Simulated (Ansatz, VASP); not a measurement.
**ZrZn in VASP and in Ansatz**

```
Zr Zn
1.0
     3.34708    0.00000    0.00000
     0.00000    3.34708    0.00000
     0.00000    0.00000    3.34708
Zr Zn
1 1
Cartesian
  1.6735 1.6735 1.6735
  0.0000 0.0000 0.0000
```

Change from the starting cell: volume scaled by 1.01.

Alike in both runs: task single point; functional PBEsol; k mesh 10 × 10 × 10; occupations fermi-dirac, width 0.08 eV; no spin polarisation.

|  | VASP | Ansatz |
| --- | --- | --- |
| version | VASP 6.6.1 | Ansatz 0.2.0 |
| potentials or method | VASP PAW PBE potentials, release 64 (Zr_sv, Zn), cutoff 520 eV | all-electron LAPW, scalar-relativistic |

Ansatz gave:

```
pressure (GPa) : -5.2
```

**Question.** Which values does VASP return?

**Answer.** Pressure (GPa): -5.0.

VASP's potentials were made for PBE, not for PBEsol. Ansatz ran all-electron here, and VASP with PAW potentials.
